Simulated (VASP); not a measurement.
The system is BeS.

```
Be S
1.0
     0.00000    2.53168    2.35552
     2.53168    0.00000    2.35552
     2.53168    2.53168    0.00000
Be S
1 1
Direct
  0.00000 0.00000 0.00000
  0.25000 0.25000 0.25000
```

This cell differs from its parent crystal: epitaxial xy strain +4.0%.

Base run:

```yaml
Program: VASP 6.6.1
Functional: PBE
Potentials_or_basis: VASP PAW PBE potentials, release 64 (Be, S)
Cutoff: 520 eV
k_mesh: 10 × 10 × 10
Occupations: fermi-dirac, width 0.02 eV
Spin: no spin polarisation
```

Its results: band gap on the k mesh 2.71 eV, indirect (least direct gap 5.17 eV); pressure -3.6 GPa.

Task: The run is repeated on the same cell with these changes: functional from PBE to r2SCAN; occupations from fermi-dirac, width 0.02 eV to gaussian, width 0.01 eV. What comes out?

Result: Band gap on the k mesh 3.15 eV, indirect (least direct gap 5.94 eV); pressure -3.9 GPa.

Caveats: the PAW data sets were made with another functional, which shifts forces and pressure a little (some runs).

A k mesh can miss the band edges.
